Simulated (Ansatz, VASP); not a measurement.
**Re in VASP and in Ansatz**

```
CELL_PARAMETERS angstrom
2.76080 0.00000 0.00000
-1.38040 2.39092 0.00000
0.00000 0.00000 4.45820
ATOMIC_POSITIONS crystal
Re 0.66667 0.33333 0.75000
Re 0.33333 0.66667 0.25000
```

Alike in both runs: task single point; functional PBE; k mesh 11 × 11 × 6; occupations gaussian, width 0.025 eV; no spin polarisation.

|  | VASP | Ansatz |
| --- | --- | --- |
| version | VASP 6.6.1 | Ansatz 0.2.0 |
| potentials or method | VASP PAW PBE potentials, release 64 (Re) | Ansatz PAW |
| plane-wave cutoff (eV) | 520 | 420 |
| valence electrons in the cell | 14 | 30 |

```csv
,VASP,Ansatz,Ansatz less VASP
gap on the k mesh at the Fermi level (eV),none,none,-
pressure (GPa),5.5,5.8,+0.36
"traceless stress, the component that is largest in VASP (GPa)",-0.64,-0.53,+0.114
```

A gap of «none» marks a metal or a gap that the smearing closes. VASP's potentials hold 14 valence electrons a cell and Ansatz's 30, so a difference there can come from the potentials and not from the codes.

Neither program's run includes spin-orbit coupling.
